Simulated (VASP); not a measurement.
# HfPdSe3 (Pm-3m) in VASP: density of states with PBE

Aim: the density of states of HfPdSe3 with PBE.

Everything below comes from runs of VASP 6.6.1. Logs are shortened: lines on timing, memory, paths and dates and some standing lists are left out, and cuts for length are marked.

## Step 1: The cell of the first run

Symmetry: Pm-3m, No. 221, cubic system. The conventional cell has a = 5.143 Å, b = 5.143 Å, c = 5.143 Å, α = 90.00°, β = 90.00°, γ = 90.00°. Within 3.4 Å of Hf (site symmetry m-3m) lie 6 Se at 2.57 Å. Pd (site symmetry m-3m) has 12 Se at 3.64 Å and 8 Hf at 4.45 Å within 4.8 Å. Within 3.4 Å of Se (site symmetry 4/mmm) lie 2 Hf at 2.57 Å.

## Step 2: Density of states, PBE, collinear spin, ferromagnetic start

Input file POSCAR:

```
HfPdSe3
1.0
    5.1434819761      0.0000000000      0.0000000000
    0.0000000000      5.1434819761      0.0000000000
    0.0000000000      0.0000000000      5.1434819761
Hf Pd Se
1 1 3
Direct
    0.0000000000      0.0000000000      0.0000000000
    0.5000000000      0.5000000000      0.5000000000
    0.5000000000      0.0000000000      0.0000000000
    0.0000000000      0.5000000000      0.0000000000
    0.0000000000      0.0000000000      0.5000000000
```

Input file INCAR.step1:

```
PREC     = Accurate       # precision mode
ENCUT    = 520            # plane-wave cutoff, eV
EDIFF    = 1E-7           # SCF threshold, eV
ISMEAR   = 0              # smearing method
SIGMA    = 0.1            # smearing width, eV
LREAL    = False          # projectors in reciprocal space
LASPH    = True           # aspherical terms in the spheres
NELM     = 150            # most SCF steps
ALGO     = Normal         # electronic algorithm
ISIF     = 2              # what is computed and relaxed
LWAVE    = False          # write WAVECAR
LCHARG   = True           # write CHGCAR
ISPIN    = 2              # spin polarisation
MAGMOM   = 0 0.42 0.11 0.11 0.11 # initial moments
LMAXMIX  = 4              # l up to which the mixer works
GGA      = PE             # functional
NBANDS   = 31             # bands
```

Input file KPOINTS.step1:

```
regular mesh
0
Gamma
  8 8 8
```

Input file INCAR.step2:

```
PREC     = Accurate       # precision mode
ENCUT    = 520            # plane-wave cutoff, eV
EDIFF    = 1E-7           # SCF threshold, eV
ISMEAR   = -5             # smearing method
SIGMA    = 0.1            # smearing width, eV
LREAL    = False          # projectors in reciprocal space
LASPH    = True           # aspherical terms in the spheres
NELM     = 150            # most SCF steps
ALGO     = Normal         # electronic algorithm
ISIF     = 2              # what is computed and relaxed
LWAVE    = False          # write WAVECAR
LCHARG   = False          # write CHGCAR
ISPIN    = 2              # spin polarisation
MAGMOM   = 0 0.42 0.11 0.11 0.11 # initial moments
LORBIT   = 11             # projections on sites
LMAXMIX  = 4              # l up to which the mixer works
GGA      = PE             # functional
NBANDS   = 31             # bands
NEDOS    = 2001           # points of the DOS
ICHARG   = 11             # starting density
```

Input file KPOINTS.step2:

```
regular mesh
0
Gamma
  12 12 12
```

Potentials or basis: VASP PAW PBE potentials, release 64 (Hf_pv, Pd, Se).

Command:

```
cat potpaw_PBE.64/Hf_pv/POTCAR potpaw_PBE.64/Pd/POTCAR potpaw_PBE.64/Se/POTCAR > POTCAR
cp INCAR.step1 INCAR
cp KPOINTS.step1 KPOINTS
mpirun -np 1 vasp_std > vasp.out
cp INCAR.step2 INCAR
cp KPOINTS.step2 KPOINTS
mpirun -np 1 vasp_std > vasp.out
```

OUTCAR:

```text
PREC = Accurate
   ENCUT = 520
   EDIFF = 1E-7
   ISMEAR = -5
   LREAL = False
   LASPH = True
   NELM = 150
   ISIF = 2
   ISPIN = 2
   LORBIT = 11
   GGA = PE
   ICHARG = 11

 ion  position               nearest neighbor table
   1  0.000  0.000  0.000-   3 2.57   4 2.57   5 2.57   5 2.57   4 2.57   3 2.57
   2  0.500  0.500  0.500-
   3  0.500  0.000  0.000-   1 2.57   1 2.57
   4  0.000  0.500  0.000-   1 2.57   1 2.57
   5  0.000  0.000  0.500-   1 2.57   1 2.57

  LATTYP: Found a simple cubic cell.
 ALAT       =     5.1434819761

  Lattice vectors:

 A1 = (   5.1434819761,   0.0000000000,   0.0000000000)
 A2 = (   0.0000000000,   5.1434819761,   0.0000000000)
 A3 = (   0.0000000000,   0.0000000000,   5.1434819761)

Analysis of symmetry for initial positions (statically):
=====================================================================
 Subroutine PRICEL returns:
 Original cell was already a primitive cell.

 Routine SETGRP: Setting up the symmetry group for a
 simple cubic supercell.

 Subroutine GETGRP returns: Found 48 space group operations
 (whereof 48 operations were pure point group operations)
 out of a pool of 48 trial point group operations.

The static configuration has the point symmetry O_h .

Analysis of symmetry for dynamics (positions and initial velocities):
=====================================================================
 Subroutine PRICEL returns:
 Original cell was already a primitive cell.

 Routine SETGRP: Setting up the symmetry group for a
 simple cubic supercell.

 Subroutine GETGRP returns: Found 48 space group operations
 (whereof 48 operations were pure point group operations)
 out of a pool of 48 trial point group operations.

The dynamic configuration has the point symmetry O_h .

Analysis of structural, dynamic, and magnetic symmetry:
=====================================================================
 Subroutine PRICEL returns:
 Original cell was already a primitive cell.

 Routine SETGRP: Setting up the symmetry group for a
 simple cubic supercell.

 Subroutine GETGRP returns: Found 48 space group operations
 (whereof 48 operations were pure point group operations)
 out of a pool of 48 trial point group operations.

The overall configuration has the point symmetry O_h .

 Subroutine INISYM returns: Found 48 space group operations
 (whereof 48 operations are pure point group operations),
 and found     1 'primitive' translations

----------------------------------------------------------------------------------------

                                     Primitive cell

  volume of cell :     136.0729

  direct lattice vectors                    reciprocal lattice vectors
     5.143481976  0.000000000  0.000000000     0.194420823  0.000000000  0.000000000
     0.000000000  5.143481976  0.000000000     0.000000000  0.194420823  0.000000000
     0.000000000  0.000000000  5.143481976     0.000000000  0.000000000  0.194420823

  length of vectors
     5.143481976  5.143481976  5.143481976     0.194420823  0.194420823  0.194420823

  position of ions in fractional coordinates (direct lattice)
     0.000000000  0.000000000  0.000000000
     0.500000000  0.500000000  0.500000000
     0.500000000  0.000000000  0.000000000
     0.000000000  0.500000000  0.000000000
     0.000000000  0.000000000  0.500000000

  ion indices of the primitive-cell ions
   primitive index   ion index
                 1           1
                 2           2
                 3           3
                 4           4
                 5           5

----------------------------------------------------------------------------------------

 KPOINTS: regular mesh

Automatic generation of k-mesh.
 Grid dimensions read from file:
 generate k-points for:   12   12   12

 Generating k-lattice:

  Cartesian coordinates                     Fractional coordinates (reciprocal lattice)
     0.016201735  0.000000000  0.000000000     0.083333333  0.000000000  0.000000000
     0.000000000  0.016201735  0.000000000     0.000000000  0.083333333  0.000000000
     0.000000000  0.000000000  0.016201735     0.000000000  0.000000000  0.083333333

  Length of vectors
     0.016201735  0.016201735  0.016201735

  Shift w.r.t. Gamma in fractional coordinates (k-lattice)
     0.000000000  0.000000000  0.000000000

 TETIRR: Found    854 inequivalent tetrahedra from    10368

 Subroutine IBZKPT returns following result:
 ===========================================

 Found     84 irreducible k-points:

 Following reciprocal coordinates:
            Coordinates               Weight
  0.000000  0.000000  0.000000      1.000000
  0.083333  0.000000  0.000000      6.000000
  0.166667  0.000000  0.000000      6.000000
  0.250000  0.000000  0.000000      6.000000
  0.333333  0.000000  0.000000      6.000000
  0.416667  0.000000  0.000000      6.000000
[... 16 lines left out ...]
  0.333333  0.333333  0.000000     12.000000
  0.416667  0.333333  0.000000     24.000000
 [... further k-points ...]
   k-points           NKPTS =     84   k-points in BZ     NKDIM =     84   number of bands    NBANDS=     31
   number of dos      NEDOS =   2001   number of ions     NIONS =      5
   total plane-waves  NPLWV =  64000
   dimension x,y,z NGX =    40 NGY =   40 NGZ =   40
   dimension x,y,z NGXF=    80 NGYF=   80 NGZF=   80
   ions per type =               1   1   3
   NGX,Y,Z   is equivalent  to a cutoff of  12.93, 12.93, 12.93 a.u.
   NGXF,Y,Z  is equivalent  to a cutoff of  25.86, 25.86, 25.86 a.u.
 SYSTEM =  unknown system
   PREC   = accura    normal or accurate (medium, high low for compatibility)
   ISTART =      0    job   : 0-new  1-cont  2-samecut
   ICHARG =     11    charge: 1-file 2-atom 10-const
   ISPIN  =      2    spin polarized calculation?
   LNONCOLLINEAR =      F non collinear calculations
   LSORBIT =      F    spin-orbit coupling
   LASPH  =      T    aspherical Exc in radial PAW
   ENCUT  =  520.0 eV  38.22 Ry    6.18 a.u.   9.56  9.56  9.56*2*pi/ulx,y,z
   NELM   =    150;   NELMIN=  2; NELMDL=  0     # of ELM steps
   EDIFF  = 0.1E-06   stopping-criterion for ELM
   LREAL  =      F    real-space projection
   EDIFFG = 0.1E-05   stopping-criterion for IOM
   NSW    =      0    number of steps for IOM
   IBRION =     -1    ionic relax: 0-MD 1-quasi-New 2-CG
   NFREE  =      0    steps in history (QN), initial steepest desc. (CG)
   ISIF   =      2    stress and relaxation
   ISYM   =      2    0-nonsym 1-usesym 2-fastsym
   POTIM  = 0.5000    time-step for ionic-motion
   TEBEG  =    0.0;   TEEND  =   0.0 temperature during run
   PSTRESS=    0.0 pullay stress
   NELECT =      38.0000    total number of electrons
   NUPDOWN=      -1.0000    fix difference up-down
   EMIN   =  10.00;   EMAX   =-10.00  energy-range for DOS
   EFERMI =   0.00;   METHOD = LEGACY
   ISMEAR =    -5;   SIGMA  =   0.10  broadening in eV -4-tet -1-fermi 0-gaus
   EFERMI_NEDOS =   21; number of points for ismear=-14 and -15
   IALGO  =     38    algorithm
   IMIX   =      4    mixing-type and parameters
     AMIX     =   0.40;   BMIX     =  1.00
     AMIX_MAG =   1.60;   BMIX_MAG =  1.00
  volume/ion in A,a.u.               =      27.21       183.65
  Fermi-wavevector in a.u.,A,eV,Ry     =   1.070070  2.022139 15.579345  1.145050
  Thomas-Fermi vector in A             =   2.205769
   LORBIT       =     11    0 simple, 1 ext, 2 COOP (PROOUT), +10 PAW based schemes
   GGA     = PE    functional components
   LHFCALC =     F    Hartree Fock is set to
   AEXX    =    0.0000 exact exchange contribution
   IVDW    =     0    specifies the selected vdW correction
   LEPSILON=     F    determine dielectric tensor
   LRPA    =     F    only Hartree local field effects (RPA)
 spin polarized calculation
 Fermi weights with tetrahedron method with Bloechl corrections
  energy-cutoff  :      520.00
  volume of cell :      136.07
 maximum number of plane-waves:      3743
 NGX is ok and might be reduce to    40

 number of electron      38.0000011 magnetization      -0.8128192

 Free energy of the ion-electron system (eV)
  ---------------------------------------------------
  ext. energy  EPLUGINS =         0.00000000
  ---------------------------------------------------
  free energy    TOTEN  =       -26.02912168 eV

  energy without entropy =      -26.02912168  energy(sigma->0) =      -26.02912168

 E-fermi :   2.4149     XC(G=0):  -9.2522

 val. band max:        2.4367110292   @ k =   0.4167   0.0833   0.0000
 cond. band min:       2.4075494655   @ k =   0.5000   0.2500   0.2500
 fundamental gap:     -0.0291615637
 Fermi energy:         2.4149450890

 spin component 1

 k-point     1 :       0.0000    0.0000    0.0000
  band No.  band energies     occupation
      1     -28.5634      1.00000
      2     -28.5634      1.00000
      3     -28.5634      1.00000
      4     -10.7616      1.00000
      5      -9.5922      1.00000
      6      -9.5922      1.00000
[... 23 lines left out ...]
     30      10.7533      0.00000
     31      10.7533      0.00000
[... 751 lines left out ...]
      1     -28.5684      1.00000
      2     -28.5673      1.00000
      3     -28.5628      1.00000
      4     -10.1402      1.00000
      5      -9.5483      1.00000
      6      -9.5409      1.00000
[... 23 lines left out ...]
     30      10.5364      0.00000
     31      11.4292      0.00000

 [... further k-points ...]

 spin component 2

 k-point     1 :       0.0000    0.0000    0.0000
  band No.  band energies     occupation
      1     -28.5522      1.00000
      2     -28.5522      1.00000
      3     -28.5522      1.00000
      4     -10.8733      1.00000
      5      -9.7150      1.00000
      6      -9.7150      1.00000
[... 23 lines left out ...]
     30      10.6960      0.00000
     31      10.6960      0.00000
[... 751 lines left out ...]
      1     -28.5574      1.00000
      2     -28.5563      1.00000
      3     -28.5516      1.00000
      4     -10.2571      1.00000
      5      -9.6733      1.00000
      6      -9.6668      1.00000
[... 23 lines left out ...]
     30      10.4907      0.00000
     31      11.3240      0.00000

 [... further k-points ...]
[... 5 lines left out ...]
  --------------------------------------------------------------------------------------
  -------------------------------------------------------------------------------------
  Total        0.1668520      0.1668520      0.1668520     -0.0000000     -0.0000000     -0.0000000
  in kB        1.9645826      1.9645826      1.9645826     -0.0000000     -0.0000000     -0.0000000
  external PRESSURE =       1.9645826 kB  Pullay stress =       0.0000000 kB

 VOLUME and BASIS-vectors are now :
 -----------------------------------------------------------------------------
  energy-cutoff  :      520.00
  volume of cell :      136.07
      direct lattice vectors                 reciprocal lattice vectors
     5.143481976  0.000000000  0.000000000     0.194420823  0.000000000  0.000000000
     0.000000000  5.143481976  0.000000000     0.000000000  0.194420823  0.000000000
     0.000000000  0.000000000  5.143481976     0.000000000  0.000000000  0.194420823

 POSITION                                       TOTAL-FORCE (eV/Angst)
 -----------------------------------------------------------------------------------
      0.00000      0.00000      0.00000         0.000000      0.000000      0.000000
      2.57174      2.57174      2.57174         0.000000      0.000000      0.000000
      2.57174      0.00000      0.00000         0.000000      0.000000      0.000000
      0.00000      2.57174      0.00000         0.000000      0.000000      0.000000
      0.00000      0.00000      2.57174         0.000000      0.000000      0.000000
 -----------------------------------------------------------------------------------
    total drift:                               -0.000000      0.000000     -0.000000

  FREE ENERGIE OF THE ION-ELECTRON SYSTEM (eV)
  ---------------------------------------------------
  free  energy   TOTEN  =       -26.0291216770 eV

  energy  without entropy=      -26.0291216770  energy(sigma->0) =      -26.02912168

 total charge

# of ion       s       p       d       tot
------------------------------------------
    1        0.315   6.508   1.556   8.378
    2        0.099   0.052   8.729   8.881
    3        1.468   2.343   0.020   3.832
    4        1.468   2.343   0.020   3.832
    5        1.468   2.343   0.020   3.832
--------------------------------------------------
tot          4.819  13.589  10.346  28.753

 magnetization (x)

# of ion       s       p       d       tot
------------------------------------------
    1        0.001   0.002   0.018   0.022
    2        0.001   0.000  -0.380  -0.379
    3       -0.003  -0.097   0.000  -0.100
    4       -0.003  -0.097   0.000  -0.100
    5       -0.003  -0.097   0.000  -0.100
--------------------------------------------------
tot         -0.007  -0.289  -0.362  -0.657
```

Run time: 10 min. Hardware: 1 thread of Intel Xeon Platinum 8259CL at 2.50GHz (Skylake/Cascade Lake), shared host; peak memory 0.68 GiB.

Results:

| Property | Result |
| --- | --- |
| Net moment | -0.81 μB per cell |
| Site moments | Hf +0.02; Pd -0.38; Se -0.10 μB |
| Valence electrons inside the program's atomic spheres | Hf 8.38; Pd 8.88; Se 3.83 |

Caveat: spin-orbit coupling is left out, which moves the levels of the heavy elements; tetrahedron occupations give inexact forces and stress in metals.
